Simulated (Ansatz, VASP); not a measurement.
Ti3H in VASP and in Ansatz

INCAR

```
SYSTEM = Ti3H
PREC = Accurate ; ENCUT = 520
EDIFF = 1E-7 ; ISMEAR = 0
SIGMA = 0.1 ; LREAL = .False.
LASPH = .True. ; NELM = 100
ALGO = Normal ; ISIF = 2
LWAVE = .False. ; LCHARG = .False.
LDIPOL = .True. ; IDIPOL = 3
DIPOL = 0.5 0.5 0.334 ; GGA = PE
NBANDS = 26
```

File KPOINTS:

```
Automatic mesh
0
Gamma
  10 10 1
  0 0 0
```

POSCAR

```
Ti3H
1.0
    2.8193504947      0.0000000000      0.0000000000
   -0.9397834982      2.6581091378      0.0000000000
    0.0000000000      0.0000000000     21.3259744853
Ti H
3 1
Direct
    0.5000000000      0.5000000000      0.1875646997
    0.0000000000      0.0000000000      0.2892724347
    0.5000000000      0.5000000000      0.3904147260
    0.6666666667      0.6666666667      0.4696608116
```

Input for Ansatz:

```yaml
crystal:
  lattice:
    - [2.8193504947, 0.0, 0.0]
    - [-0.9397834982, 2.6581091378, 0.0]
    - [0.0, 0.0, 21.3259744853]
  atoms:
    - { symbol: Ti, position: [0.5, 0.5, 0.1875646997] }
    - { symbol: Ti, position: [0.0, 0.0, 0.2892724347] }
    - { symbol: Ti, position: [0.5, 0.5, 0.390414726] }
    - { symbol: H, position: [0.6666666667, 0.6666666667, 0.4696608116] }
basis:
  ecutwfc: 420
kpoints:
  mp_grid: { grid: [10, 10, 1] }
hamiltonian:
  xc: pbe
scf:
  occupations: { method: gaussian, width: 0.1 }
output:
  forces: true
  eigenvalues: true
efield:
  axis: 3
  dipole_correction: true
  ramp_width: 0.04
```

Alike in both runs: task single point; functional PBE; k mesh 10 × 10 × 1; occupations gaussian, width 0.1 eV; no spin polarisation.

|  | VASP | Ansatz |
| --- | --- | --- |
| version | VASP 6.6.1 | Ansatz 0.2.0 |
| potentials or method | VASP PAW PBE potentials, release 64 (Ti_sv, H), cutoff 520 eV | scalar-relativistic, plane waves, PAW |
| valence electrons in the cell | 37 | 37 |

Ansatz gave:

```
gap on the k mesh at the Fermi level (eV) : none
rms of the force components (eV/Å)        : 0.439
```

Estimate VASP's values.

gap on the k mesh at the Fermi level (eV): none; rms of the force components (eV/Å): 0.436.

Atom by atom the forces differ by 0.005 eV/Å (rms over components). A gap of «none» marks a metal or a gap that the smearing closes. With one functional, cell and mesh, what is left measures potentials, basis and numerics.
